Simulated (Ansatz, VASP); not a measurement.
# One calculation of GaAs, two programs

The input INCAR:

```
SYSTEM = GaAs
ALGO = Normal ; EDIFF = 1E-6
ENCUT = 520 ; GGA = PE
ISIF = 2 ; ISMEAR = 0
LASPH = .True. ; LCHARG = .False.
LREAL = .False. ; LWAVE = .False.
NBANDS = 16 ; NELM = 60
PREC = Accurate ; SIGMA = 0.05
```

KPOINTS

```
k-points
0
Gamma
  10 10 10
  0 0 0
```

Contents of POSCAR:

```
GaAs
1.0
    0.0000000000      2.9681925000      2.6855075000
    2.9681925000      0.0000000000      2.6855075000
    2.9681925000      2.9681925000      0.0000000000
Ga As
1 1
Direct
    0.0000000000      0.0000000000      0.0000000000
    0.7500000000      0.7500000000      0.7500000000
```

Input for Ansatz:

```yaml
crystal:
  lattice:
    - [0.0, 2.9681925, 2.6855075]
    - [2.9681925, 0.0, 2.6855075]
    - [2.9681925, 2.9681925, 0.0]
  atoms:
    - { symbol: Ga, position: [0.0, 0.0, 0.0] }
    - { symbol: As, position: [0.75, 0.75, 0.75] }
basis:
  ecutwfc: 420
kpoints:
  mp_grid: { grid: [10, 10, 10] }
hamiltonian:
  xc: pbe
scf:
  occupations: { method: gaussian, width: 0.05 }
output:
  forces: true
  stress: true
  eigenvalues: true
```

Change from the starting cell: strain +0.050 along x and y, -0.050 along z, atoms carried along.

Alike in both runs: task single point; functional PBE; k mesh 10 × 10 × 10; occupations gaussian, width 0.05 eV; no spin polarisation.

|  | VASP | Ansatz |
| --- | --- | --- |
| version | VASP 6.6.1 | Ansatz 0.2.0 |
| potentials or method | VASP PAW PBE potentials, release 64 (Ga_d, As), cutoff 520 eV | scalar-relativistic, plane waves, PAW |
| valence electrons in the cell | 18 | 28 |

Ansatz gave:

| Quantity | Value |
| --- | --- |
| gap on the k mesh at the Fermi level (eV) | 0.20 |
| least direct gap on the mesh (eV) | 0.20 |
| pressure (GPa) | 0.0 |
| traceless stress, the component that is largest in VASP (GPa) | 3.15 |

Problem. What did VASP give for the same quantities?

Solution. gap on the k mesh at the Fermi level (eV): 0.20; least direct gap on the mesh (eV): 0.20; pressure (GPa): 0.2; traceless stress, the component that is largest in VASP (GPa): 3.13.

With one functional, cell and mesh, what is left measures potentials, basis and numerics. VASP's potentials hold 18 valence electrons a cell and Ansatz's 28, so a difference there can come from the potentials and not from the codes.
